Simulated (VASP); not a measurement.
## Be3C: single point with PBE

Crystal: Be3C.

```
Be C
1.0
    -1.55230    1.55230    3.67172
     1.55230   -1.55230    3.67172
     1.55230    1.55230   -3.67172
Be C
3 1
Direct
  0.55554 0.07165 0.49992
  0.94447 0.42181 0.49131
  0.50688 0.49755 0.00850
  0.25140 0.74246 0.48905
```

| Item | Value |
| --- | --- |
| Program | VASP 6.6.1 |
| Task | single point |
| Functional | PBE |
| Potentials or basis | VASP PAW PBE potentials, release 64 (Be, C) |
| Cutoff | 520 eV |
| k mesh | 7 × 7 × 9 |
| Occupations | fermi-dirac, width 0.005 eV |
| Spin | no spin polarisation |
| Dipole correction | no |
| Further INCAR settings | ALGO = Normal; EDIFF = 1e-06; NBANDS = 13 |

| Item | Value |
| --- | --- |
| Pressure | 29.4 GPa |
| Largest force | 2.523 eV/Å |
| Band gap on the k mesh | zero (bands 5 and 6 overlap by 2.82 eV) |

Forces on the atoms (eV/Å):
```
Be  -0.885 -0.324  2.340
Be  -0.311  0.294 -2.256
Be   1.227  0.012 -0.362
C   -0.030  0.018  0.277
```

Stress tensor (GPa, compression positive):
```
 57.89  -0.04  -1.32
 -0.04  62.71  -1.71
 -1.32  -1.71 -32.44
```

Levels at points of the mesh, in eV from the Fermi level:
| k point | band 1 | band 2 | band 3 | band 4 | band 5 | band 6 | band 7 | band 8 | band 9 | band 10 |
| --- | --- | --- | --- | --- | --- | --- | --- | --- | --- | --- |
| (0.00, 0.00, 0.00) | -12.18 | -3.97 | -2.74 | -0.61 | -0.55 | 0.50 | 0.51 | 3.10 | 5.68 | 9.68 |

Run time: 2.3 min on 1 thread of Oxide Virtual Turin-like Processor (shared host), peak memory 0.19 GiB.

Caveat: the stress differs along the axes, from -32 to 63 GPa; forces of over 1 eV/Å act on the atoms, so gaps and moduli don't describe the material at rest.
